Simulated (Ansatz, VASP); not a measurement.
## Ag: VASP beside Ansatz

```xyz
1
Lattice="0.0000 2.0003 2.0003 2.0003 0.0000 2.0003 2.0003 2.0003 0.0000" Properties=species:S:1:pos:R:3 pbc="T T T"
Ag    0.0000    0.0000    0.0000
```

Alike in both runs: functional LDA; k mesh 14 × 14 × 14; occupations fermi-dirac, width 0.05 eV; no spin polarisation.

Ansatz relaxed the structure, and its values are those at the end. VASP's run is a single point on that final structure, the one shown.

|  | VASP | Ansatz |
| --- | --- | --- |
| version | VASP 6.6.1 | Ansatz 0.2.0 |
| potentials or method | VASP PAW LDA potentials, release 64 (Ag), cutoff 520 eV | all-electron LAPW, scalar-relativistic |

|  | VASP | Ansatz | Ansatz less VASP |
| --- | --- | --- | --- |
| pressure (GPa) | 0.1 | 0.0 | -0.14 |

LDA's correlation is that of Perdew and Zunger in VASP and of Perdew and Wang (1992) in Ansatz. Ansatz ran all-electron here, and VASP with PAW potentials.
